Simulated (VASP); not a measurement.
Here is a VASP 6.6.1 calculation.

INCAR

```
SYSTEM = Ga2O3
PREC = Accurate
ENCUT = 520
EDIFF = 1E-6
ISMEAR = 0
SIGMA = 0.02
LREAL = .FALSE.
LASPH = .TRUE.
NELM = 60
ALGO = Normal
ISIF = 2
LWAVE = .FALSE.
LCHARG = .TRUE.
GGA = CA
LELF = .TRUE.
LVHAR = .TRUE.
NBANDS = 55
```

The input KPOINTS:

```
Automatic mesh
0
G
  6 6 6
  0 0 0
```

Contents of POSCAR:

```
Ga2O3
1.0
    2.4311697674      1.4036365197      4.3207443638
   -2.4311697674      1.4036365197      4.3207443638
    0.0000000000     -2.8072730393      4.3207443638
Ga O
4 6
Direct
    0.8562517608      0.8562517608      0.8562517608
    0.6437482392      0.6437482392      0.6437482392
    0.1437482392      0.1437482392      0.1437482392
    0.3562517608      0.3562517608      0.3562517608
    0.0526466490      0.4473533510      0.7500000000
    0.7500000000      0.0526466490      0.4473533510
    0.4473533510      0.7500000000      0.0526466490
    0.9473533510      0.5526466490      0.2500000000
    0.2500000000      0.9473533510      0.5526466490
    0.5526466490      0.2500000000      0.9473533510
```

Potentials or basis: VASP PAW LDA potentials, release 64 (Ga_d, O).

Run with:

```console
$ cat potpaw_LDA.64/Ga_d/POTCAR potpaw_LDA.64/O/POTCAR > POTCAR
$ mpirun -np 1 vasp_std > vasp.out
```

**Question.** Predict the band gap on the k mesh.

**Answer.** 3.74 eV, indirect (least direct gap 4.07 eV).

**Question.** Estimate the pressure.

**Answer.** 19.5 GPa.

**Question.** Estimate the largest force.

**Answer.** 0.025 eV/Å.

Forces in eV/Å, atoms in the order of the input:
```
Ga   0.000  0.000 -0.016
Ga   0.000  0.000  0.016
Ga   0.000  0.000  0.016
Ga   0.000  0.000 -0.016
O   -0.025  0.000  0.000
O    0.013 -0.022  0.000
O    0.013  0.022  0.000
O    0.025  0.000  0.000
O   -0.013  0.022  0.000
O   -0.013 -0.022  0.000
```

 A k mesh can miss the band edges.
